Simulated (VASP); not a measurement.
# Al8PdRh7 (a cell with a defect) in VASP: further runs

Runs on Al8PdRh7 (a cell with a defect). Level: LDA. Tasks: single point, relaxation of the atoms.

Everything below comes from runs of VASP 6.6.1. Logs are shortened: lines on timing, memory, paths and dates and some standing lists are left out, and cuts for length are marked.

### 1 The cell of the first run

The cell holds a defect, 16 atoms: a = 5.955 Å, b = 5.955 Å, c = 5.955 Å, α = 90.00°, β = 90.00°, γ = 90.00°.

### 2 Single point, LDA

INCAR reads:

```
PREC     = Accurate       # precision mode
ENCUT    = 400            # plane-wave cutoff, eV
EDIFF    = 1E-6           # SCF threshold, eV
ISMEAR   = 1              # smearing method
SIGMA    = 0.1            # smearing width, eV
LREAL    = F              # projectors in reciprocal space
LASPH    = T              # aspherical terms in the spheres
NELM     = 120            # most SCF steps
ALGO     = Normal         # electronic algorithm
ISIF     = 2              # what is computed and relaxed
LWAVE    = F              # write WAVECAR
LCHARG   = F              # write CHGCAR
NBANDS   = 84             # bands
GGA_COMPAT= F
```

KPOINTS reads:

```
Automatic mesh
0
Gamma
  2 2 2
```

POSCAR reads:

```
Al8PdRh7
1.0
    5.9546449400      0.0000000000      0.0000000000
    0.0000000000      5.9546449400      0.0000000000
    0.0000000000      0.0000000000      5.9546449400
Al Pd Rh
8 1 7
Direct
    0.0003712901      0.0003712901      0.0003712901
    0.0003712901      0.0003712901      0.4996287099
    0.0003712901      0.4996287099      0.0003712901
    0.0003712901      0.4996287099      0.4996287099
    0.4996287099      0.0003712901      0.0003712901
    0.4996287099      0.0003712901      0.4996287099
    0.4996287099      0.4996287099      0.0003712901
    0.4996287099      0.4996287099      0.4996287099
    0.2500000000      0.2500000000      0.2500000000
    0.2500000000      0.2500000000      0.7500000000
    0.2500000000      0.7500000000      0.2500000000
    0.2500000000      0.7500000000      0.7500000000
    0.7500000000      0.2500000000      0.2500000000
    0.7500000000      0.2500000000      0.7500000000
    0.7500000000      0.7500000000      0.2500000000
    0.7500000000      0.7500000000      0.7500000000
```

Potentials or basis: VASP PAW LDA potentials, release 64 (Al, Pd, Rh_pv).

Command:

```
$ cat potpaw_LDA.64/Al/POTCAR potpaw_LDA.64/Pd/POTCAR potpaw_LDA.64/Rh_pv/POTCAR > POTCAR
$ mpirun -np 1 vasp_std > vasp.out
```

OUTCAR:

```text
PREC = Accurate
   ENCUT = 400
   EDIFF = 1E-6
   ISMEAR = 1
   LREAL = F
   LASPH = T
   NELM = 120
   ISIF = 2

 ion  position               nearest neighbor table
   1  0.000  0.000  0.000-   9 2.57  10 2.58  11 2.58  13 2.58  12 2.58  14 2.58  15 2.58  16 2.58
                             5 2.97   2 2.97   3 2.97   2 2.98   3 2.98   5 2.98
   2  0.000  0.000  0.500-   9 2.57  10 2.58  11 2.58  13 2.58  12 2.58  14 2.58  15 2.58  16 2.58
                             6 2.97   1 2.97   4 2.97   1 2.98   4 2.98   6 2.98
   3  0.000  0.500  0.000-   9 2.57  10 2.58  11 2.58  13 2.58  12 2.58  14 2.58  15 2.58  16 2.58
                             7 2.97   1 2.97   4 2.97   1 2.98   4 2.98   7 2.98
   4  0.000  0.500  0.500-   9 2.57  10 2.58  11 2.58  13 2.58  12 2.58  14 2.58  15 2.58  16 2.58
                             8 2.97   2 2.97   3 2.97   3 2.98   2 2.98   8 2.98
   5  0.500  0.000  0.000-   9 2.57  10 2.58  11 2.58  13 2.58  12 2.58  14 2.58  15 2.58  16 2.58
                             7 2.97   1 2.97   6 2.97   1 2.98   6 2.98   7 2.98
   6  0.500  0.000  0.500-   9 2.57  10 2.58  11 2.58  13 2.58  12 2.58  14 2.58  15 2.58  16 2.58
                             8 2.97   2 2.97   5 2.97   5 2.98   2 2.98   8 2.98
   7  0.500  0.500  0.000-   9 2.57  10 2.58  11 2.58  13 2.58  12 2.58  14 2.58  15 2.58  16 2.58
                             8 2.97   3 2.97   5 2.97   5 2.98   3 2.98   8 2.98
   8  0.500  0.500  0.500-   9 2.57  10 2.58  11 2.58  13 2.58  12 2.58  14 2.58  15 2.58  16 2.58
                             7 2.97   4 2.97   6 2.97   7 2.98   4 2.98   6 2.98
   9  0.250  0.250  0.250-   1 2.57   2 2.57   3 2.57   4 2.57   5 2.57   6 2.57   7 2.57   8 2.57
                            10 2.98  11 2.98  13 2.98  10 2.98  11 2.98  13 2.98
  10  0.250  0.250  0.750-   1 2.58   2 2.58   3 2.58   4 2.58   5 2.58   6 2.58   7 2.58   8 2.58
                             9 2.98  12 2.98  14 2.98   9 2.98  12 2.98  14 2.98
  11  0.250  0.750  0.250-   1 2.58   2 2.58   3 2.58   4 2.58   5 2.58   6 2.58   7 2.58   8 2.58
                             9 2.98  12 2.98  15 2.98  12 2.98   9 2.98  15 2.98
  12  0.250  0.750  0.750-   1 2.58   2 2.58   3 2.58   4 2.58   5 2.58   6 2.58   7 2.58   8 2.58
                            10 2.98  11 2.98  16 2.98  11 2.98  10 2.98  16 2.98
  13  0.750  0.250  0.250-   1 2.58   2 2.58   3 2.58   4 2.58   5 2.58   6 2.58   7 2.58   8 2.58
                             9 2.98  14 2.98  15 2.98  14 2.98  15 2.98   9 2.98
  14  0.750  0.250  0.750-   1 2.58   2 2.58   3 2.58   4 2.58   5 2.58   6 2.58   7 2.58   8 2.58
                            10 2.98  13 2.98  16 2.98  13 2.98  16 2.98  10 2.98
  15  0.750  0.750  0.250-   1 2.58   2 2.58   3 2.58   4 2.58   5 2.58   6 2.58   7 2.58   8 2.58
                            11 2.98  13 2.98  16 2.98  16 2.98  13 2.98  11 2.98
  16  0.750  0.750  0.750-   1 2.58   2 2.58   3 2.58   4 2.58   5 2.58   6 2.58   7 2.58   8 2.58
                            12 2.98  14 2.98  15 2.98  15 2.98  14 2.98  12 2.98

  LATTYP: Found a simple cubic cell.
 ALAT       =     5.9546449400

  Lattice vectors:

 A1 = (   5.9546449400,   0.0000000000,   0.0000000000)
 A2 = (   0.0000000000,   5.9546449400,   0.0000000000)
 A3 = (   0.0000000000,   0.0000000000,   5.9546449400)

[... 154 lines left out ...]
     AMIX     =   0.40;   BMIX     =  1.00
     AMIX_MAG =   1.60;   BMIX_MAG =  1.00
  volume/ion in A,a.u.               =      13.20        89.05
  Fermi-wavevector in a.u.,A,eV,Ry     =   1.424155  2.691263 27.595570  2.028217
  Thomas-Fermi vector in A             =   2.544676
   LORBIT       =      0    0 simple, 1 ext, 2 COOP (PROOUT), +10 PAW based schemes
   GGA     = CA    functional components
   LHFCALC =     F    Hartree Fock is set to
   AEXX    =    0.0000 exact exchange contribution
   IVDW    =     0    specifies the selected vdW correction
   LEPSILON=     F    determine dielectric tensor
   LRPA    =     F    only Hartree local field effects (RPA)
 non-spin polarized calculation
 Methfessel and Paxton  Order N= 1 SIGMA  =   0.10
  energy-cutoff  :      400.00
  volume of cell :      211.14
 maximum number of plane-waves:      3887
 NGX is ok and might be reduce to    40
   NGX = 19   NGY = 19   NGZ = 19

 number of electron     138.9999927 magnetization

 Free energy of the ion-electron system (eV)
  ---------------------------------------------------
  ext. energy  EPLUGINS =         0.00000000
  ---------------------------------------------------
  free energy    TOTEN  =      -116.78134088 eV

  energy without entropy =     -116.77761307  energy(sigma->0) =     -116.78009828

 E-fermi :  11.5769     XC(G=0): -12.8550

 val. band max:       11.5377867025   @ k =   0.5000   0.0000   0.0000
 cond. band min:      11.6450965260   @ k =   0.5000   0.0000   0.0000
 fundamental gap:      0.1073098236
 Fermi energy:        11.5768932649

 k-point     1 :       0.0000    0.0000    0.0000
  band No.  band energies     occupation
      1     -35.1850      2.00000
      2     -35.1850      2.00000
      3     -35.1850      2.00000
      4     -35.0913      2.00000
      5     -35.0913      2.00000
      6     -35.0913      2.00000
[... 325 lines left out ...]
     80      15.1955      0.00000
     81      15.1955      0.00000
 [bands above 81 left out]

------------------------ aborting loop because EDIFF is reached ----------------------------------------

  FORCE on cell =-STRESS in cart. coord.  units (eV):
  Direction    XX          YY          ZZ          XY          YZ          ZX
  --------------------------------------------------------------------------------------
  -------------------------------------------------------------------------------------
  Total       -2.1368367     -2.1368367     -2.1368367      0.0000000      0.0000000     -0.0000000
  in kB      -16.2149011    -16.2149011    -16.2149011      0.0000000      0.0000000     -0.0000000
  external PRESSURE =     -16.2149011 kB  Pullay stress =       0.0000000 kB

 VOLUME and BASIS-vectors are now :
 -----------------------------------------------------------------------------
  energy-cutoff  :      400.00
  volume of cell :      211.14
      direct lattice vectors                 reciprocal lattice vectors
     5.954644940  0.000000000  0.000000000     0.167936126  0.000000000  0.000000000
     0.000000000  5.954644940  0.000000000     0.000000000  0.167936126  0.000000000
     0.000000000  0.000000000  5.954644940     0.000000000  0.000000000  0.167936126

 POSITION                                       TOTAL-FORCE (eV/Angst)
 -----------------------------------------------------------------------------------
      0.00221      0.00221      0.00221         0.017842      0.017842      0.017842
      0.00221      0.00221      2.97511         0.017842      0.017842     -0.017842
      0.00221      2.97511      0.00221         0.017842     -0.017842      0.017842
      0.00221      2.97511      2.97511         0.017842     -0.017842     -0.017842
      2.97511      0.00221      0.00221        -0.017842      0.017842      0.017842
      2.97511      0.00221      2.97511        -0.017842      0.017842     -0.017842
[... 8 lines left out ...]
      4.46598      4.46598      1.48866         0.000000     -0.000000      0.000000
      4.46598      4.46598      4.46598         0.000000     -0.000000      0.000000
 -----------------------------------------------------------------------------------
    total drift:                               -0.000000      0.000000      0.000000

  FREE ENERGIE OF THE ION-ELECTRON SYSTEM (eV)
  ---------------------------------------------------
  free  energy   TOTEN  =      -116.7813408783 eV

  energy  without entropy=     -116.7776130723  energy(sigma->0) =     -116.78009828
```

OSZICAR:

```text
N       E                     dE             d eps       ncg     rms          rms(c)
DAV:   1     0.128895185861E+04    0.12890E+04   -0.67790E+04   800   0.138E+03
DAV:   2    -0.508188490973E+02   -0.13398E+04   -0.12873E+04   736   0.438E+02
DAV:   3    -0.119188729571E+03   -0.68370E+02   -0.65996E+02   788   0.956E+01
DAV:   4    -0.120716452755E+03   -0.15277E+01   -0.15236E+01   764   0.134E+01
DAV:   5    -0.120744234910E+03   -0.27782E-01   -0.27776E-01   788   0.180E+00    0.293E+01
DAV:   6    -0.118166274410E+03    0.25780E+01   -0.34522E+01   720   0.247E+01    0.997E+00
DAV:   7    -0.117208793932E+03    0.95748E+00   -0.83325E+00   752   0.145E+01    0.911E+00
DAV:   8    -0.117143948170E+03    0.64846E-01   -0.68762E+00   768   0.979E+00    0.698E+00
DAV:   9    -0.116820131880E+03    0.32382E+00   -0.68766E-01   756   0.444E+00    0.180E+00
DAV:  10    -0.116790362327E+03    0.29770E-01   -0.10018E-01   768   0.174E+00    0.937E-01
DAV:  11    -0.116782016184E+03    0.83461E-02   -0.38300E-02   764   0.106E+00    0.391E-01
DAV:  12    -0.116782076849E+03   -0.60665E-04   -0.88458E-03   756   0.573E-01    0.326E-01
DAV:  13    -0.116781462456E+03    0.61439E-03   -0.24699E-03   744   0.299E-01    0.100E-01
DAV:  14    -0.116781353619E+03    0.10884E-03   -0.46298E-04   732   0.862E-02    0.481E-02
DAV:  15    -0.116781341047E+03    0.12572E-04   -0.55018E-05   768   0.397E-02    0.121E-02
DAV:  16    -0.116781340878E+03    0.16828E-06   -0.56389E-06   680   0.126E-02
   1 F= -.11678134E+03 E0= -.11678010E+03  d E =-.372781E-02
```

stdout:

```text
POSCAR found type information on POSCAR AlPdRh
 POSCAR found :  3 types and      16 ions
 scaLAPACK will be used
 LDA part: xc-table for (Slater(with rela. corr.)+CA(PZ))
 , standard interpolation
 POSCAR, INCAR and KPOINTS ok, starting setup
 FFT: planning ... GRIDC
 FFT: planning ... GRID_SOFT
 FFT: planning ... GRID
 WAVECAR not read
 entering main loop
```

Run time: 42 s. Hardware: 1 thread of Intel Xeon Platinum 8488C (Sapphire Rapids), shared host; peak memory 0.21 GiB.

What came out:

| Item | Value |
| --- | --- |
| Free energy | -116.7813 eV |
| Pressure | -1.6 GPa |
| Largest force | 0.031 eV/Å |
| Band gap on the k mesh | zero (an odd number of electrons rules out a gap without spin polarisation) |

Forces in eV/Å, atoms in the order of the input:
```
Al   0.018  0.018  0.018
Al   0.018  0.018 -0.018
Al   0.018 -0.018  0.018
Al   0.018 -0.018 -0.018
Al  -0.018  0.018  0.018
Al  -0.018  0.018 -0.018
Al  -0.018 -0.018  0.018
Al  -0.018 -0.018 -0.018
Pd   0.000  0.000  0.000
Rh   0.000  0.000  0.000
Rh   0.000  0.000  0.000
Rh   0.000  0.000  0.000
Rh   0.000  0.000  0.000
Rh   0.000  0.000  0.000
Rh   0.000  0.000  0.000
Rh   0.000  0.000  0.000
```

Levels at points of the mesh, in eV from the Fermi level:
| k point | band 65 | band 66 | band 67 | band 68 | band 69 | band 70 | band 71 | band 72 | band 73 | band 74 |
| --- | --- | --- | --- | --- | --- | --- | --- | --- | --- | --- |
| (0.00, 0.00, 0.00) | -1.63 | -1.63 | -0.93 | -0.93 | -0.58 | -0.58 | -0.56 | 0.10 | 0.10 | 0.24 |
| (0.50, 0.00, 0.00) | -1.68 | -0.91 | -0.58 | -0.09 | -0.04 | 0.07 | 0.09 | 0.26 | 0.26 | 0.27 |
| (0.50, 0.50, 0.00) | -2.31 | -1.04 | -1.04 | -1.00 | -0.95 | -0.04 | 0.28 | 0.41 | 0.41 | 1.62 |
| (0.50, 0.50, 0.50) | -2.93 | -2.93 | -2.90 | -2.90 | -2.90 | 3.28 | 3.28 | 3.38 | 3.38 | 3.38 |

Caveat: the k points lie up to 0.53 Å⁻¹ apart, too coarse for converged energies and pressures of a metal.

### 3 Relaxation of the atoms, LDA

INCAR reads:

```
ALGO = Normal ; EDIFF = 1E-7
EDIFFG = -0.02 ; ENCUT = 450
GGA = CA ; GGA_COMPAT = F
IBRION = 2 ; ISIF = 2
ISMEAR = 1 ; LASPH = T
LCHARG = F ; LREAL = F
LWAVE = F ; NELM = 120
NELMIN = 4 ; NSW = 60
PREC = Accurate ; SIGMA = 0.1
```

KPOINTS reads:

```
k-points
0
Gamma
  2 2 2
```

POSCAR reads:

```
Al8PdRh7
1.0
    5.9546449400      0.0000000000      0.0000000000
    0.0000000000      5.9546449400      0.0000000000
    0.0000000000      0.0000000000      5.9546449400
Al Pd Rh
8 1 7
Direct
    0.0000000000      0.0000000000      0.0000000000
    0.0000000000      0.0000000000      0.5000000000
    0.0000000000      0.5000000000      0.0000000000
    0.0000000000      0.5000000000      0.5000000000
    0.5000000000      0.0000000000      0.0000000000
    0.5000000000      0.0000000000      0.5000000000
    0.5000000000      0.5000000000      0.0000000000
    0.5000000000      0.5000000000      0.5000000000
    0.2500000000      0.2500000000      0.2500000000
    0.2500000000      0.2500000000      0.7500000000
    0.2500000000      0.7500000000      0.2500000000
    0.2500000000      0.7500000000      0.7500000000
    0.7500000000      0.2500000000      0.2500000000
    0.7500000000      0.2500000000      0.7500000000
    0.7500000000      0.7500000000      0.2500000000
    0.7500000000      0.7500000000      0.7500000000
```

Potentials or basis: VASP PAW LDA potentials, release 64 (Al, Pd, Rh_pv).

Command:

```
$ cat potpaw_LDA.64/Al/POTCAR potpaw_LDA.64/Pd/POTCAR potpaw_LDA.64/Rh_pv/POTCAR > POTCAR
$ mpirun -np 1 vasp_std > vasp.out
```

OUTCAR:

```text
EDIFF = 1E-7
   EDIFFG = -0.02
   ENCUT = 450
   GGA = CA
   IBRION = 2
   ISIF = 2
   ISMEAR = 1
   LASPH = T
   LREAL = F
   NELM = 120
   NELMIN = 4
   NSW = 60
   PREC = Accurate

 ion  position               nearest neighbor table
   1  0.000  0.000  0.000-   9 2.58  10 2.58  11 2.58  12 2.58  13 2.58  14 2.58  15 2.58  16 2.58
                             5 2.98   2 2.98   3 2.98   2 2.98   3 2.98   5 2.98
   2  0.000  0.000  0.500-   9 2.58  10 2.58  11 2.58  12 2.58  13 2.58  14 2.58  15 2.58  16 2.58
                             6 2.98   1 2.98   4 2.98   1 2.98   4 2.98   6 2.98
   3  0.000  0.500  0.000-   9 2.58  10 2.58  11 2.58  12 2.58  13 2.58  14 2.58  15 2.58  16 2.58
                             7 2.98   1 2.98   4 2.98   4 2.98   1 2.98   7 2.98
   4  0.000  0.500  0.500-   9 2.58  10 2.58  11 2.58  12 2.58  13 2.58  14 2.58  15 2.58  16 2.58
                             8 2.98   2 2.98   3 2.98   3 2.98   2 2.98   8 2.98
   5  0.500  0.000  0.000-   9 2.58  10 2.58  11 2.58  12 2.58  13 2.58  14 2.58  15 2.58  16 2.58
                             7 2.98   1 2.98   6 2.98   6 2.98   7 2.98   1 2.98
   6  0.500  0.000  0.500-   9 2.58  10 2.58  11 2.58  12 2.58  13 2.58  14 2.58  15 2.58  16 2.58
                             8 2.98   2 2.98   5 2.98   5 2.98   8 2.98   2 2.98
[... 332 lines left out ...]
 k-point     1 :       0.0000    0.0000    0.0000
  band No.  band energies     occupation
      1     -35.1821      2.00000
      2     -35.1821      2.00000
      3     -35.1821      2.00000
      4     -35.0922      2.00000
      5     -35.0922      2.00000
      6     -35.0922      2.00000
[... 325 lines left out ...]
     80      15.1962      0.00000
     81      15.1979      0.00000
 [bands above 81 left out]

------------------------ aborting loop because EDIFF is reached ----------------------------------------

  FORCE on cell =-STRESS in cart. coord.  units (eV):
  Direction    XX          YY          ZZ          XY          YZ          ZX
  --------------------------------------------------------------------------------------
  -------------------------------------------------------------------------------------
  Total       -1.4936598     -1.4936598     -1.4936598      0.0000000     -0.0000000      0.0000000
  in kB      -11.3342989    -11.3342989    -11.3342989      0.0000000     -0.0000000      0.0000000
  external PRESSURE =     -11.3342989 kB  Pullay stress =       0.0000000 kB
[... 31 lines left out ...]
  FREE ENERGIE OF THE ION-ELECTRON SYSTEM (eV)
  ---------------------------------------------------
  free  energy   TOTEN  =      -116.7839560136 eV

  energy  without entropy=     -116.7821028465  energy(sigma->0) =     -116.78333829

 reached required accuracy - stopping structural energy minimisation
```

CONTCAR:

```text
Al8PdRh7
   1.00000000000000
     5.9546449399999997    0.0000000000000000    0.0000000000000000
     0.0000000000000000    5.9546449399999997    0.0000000000000000
     0.0000000000000000    0.0000000000000000    5.9546449399999997
  Al              Pd              Rh
     8     1     7
Direct
     0.0006216478647754    0.0006216478647754    0.0006216478647754
     0.0006216478647754    0.0006216478647754    0.4993783521352246
     0.0006216478647754    0.4993783521352246    0.0006216478647754
     0.0006216478647754    0.4993783521352246    0.4993783521352246
     0.4993783521352246    0.0006216478647754    0.0006216478647754
     0.4993783521352246    0.0006216478647754    0.4993783521352246
[... 8 lines left out ...]
     0.7500000000000000    0.7500000000000000    0.2500000000000000
     0.7500000000000000    0.7500000000000000    0.7500000000000000

  0.00000000E+00  0.00000000E+00  0.00000000E+00
  0.00000000E+00  0.00000000E+00  0.00000000E+00
  0.00000000E+00  0.00000000E+00  0.00000000E+00
  0.00000000E+00  0.00000000E+00  0.00000000E+00
  0.00000000E+00  0.00000000E+00  0.00000000E+00
  0.00000000E+00  0.00000000E+00  0.00000000E+00
[... 8 lines left out ...]
  0.00000000E+00  0.00000000E+00  0.00000000E+00
  0.00000000E+00  0.00000000E+00  0.00000000E+00
```

It took 1.8 min on 1 thread of Intel Xeon Platinum 8488C (Sapphire Rapids), shared host; peak memory 0.23 GiB.

Results:

- Free energy: -116.7840 eV
- Energy gained by relaxing: 0.1 meV/atom
- Ionic steps: 3
- Pressure after relaxing: -1.1 GPa
- Band gap on the k mesh: zero (an odd number of electrons rules out a gap without spin polarisation)

The path:
```
step  energy change (eV)  largest force (eV/Å)  pressure (GPa)
   1              0.0000                0.0782           -1.12
   2             -0.0017                0.0322           -1.13
   3             -0.0020                0.0005           -1.13
```

Final structure:
```xyz
16
Lattice="5.9546 0.0000 0.0000 0.0000 5.9546 0.0000 0.0000 0.0000 5.9546" Properties=species:S:1:pos:R:3 pbc="T T T"
Al    0.0037    0.0037    0.0037
Al    0.0037    0.0037    2.9736
Al    0.0037    2.9736    0.0037
Al    0.0037    2.9736    2.9736
Al    2.9736    0.0037    0.0037
Al    2.9736    0.0037    2.9736
Al    2.9736    2.9736    0.0037
Al    2.9736    2.9736    2.9736
Pd    1.4887    1.4887    1.4887
Rh    1.4887    1.4887    4.4660
Rh    1.4887    4.4660    1.4887
Rh    1.4887    4.4660    4.4660
Rh    4.4660    1.4887    1.4887
Rh    4.4660    1.4887    4.4660
Rh    4.4660    4.4660    1.4887
Rh    4.4660    4.4660    4.4660
```

Caveat: the k points lie up to 0.53 Å⁻¹ apart, too coarse for converged energies and pressures of a metal.
